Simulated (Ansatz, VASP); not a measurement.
## Pt in VASP and in Ansatz

```
Pt
1.0
     1.40335    0.81023    2.29288
    -1.40335    0.81023    2.29288
     0.00000   -1.62045    2.29288
Pt
1
Direct
  0.50000 0.50000 0.50000
```

Alike in both runs: functional PBE; k mesh 24 × 24 × 24; occupations gaussian, width 0.1 eV; no spin polarisation.

Ansatz relaxed the structure, and its values are those at the end. VASP's run is a single point on that final structure, the one shown.

|  | VASP | Ansatz |
| --- | --- | --- |
| version | VASP 6.6.1 | Ansatz 0.2.0 |
| potentials or method | VASP PAW PBE potentials, release 64 (Pt), cutoff 520 eV | scalar-relativistic, plane waves, PAW |
| valence electrons in the cell | 10 | 18 |

```csv
,VASP,Ansatz,Ansatz less VASP
gap on the k mesh at the Fermi level (eV),none,none,-
pressure (GPa),-0.5,0.0,+0.49
```

A gap of «none» marks a metal or a gap that the smearing closes. With one functional, cell and mesh, what is left measures potentials, basis and numerics. VASP's potentials hold 10 valence electrons a cell and Ansatz's 18, so a difference there can come from the potentials and not from the codes.

Neither program's run includes spin-orbit coupling.
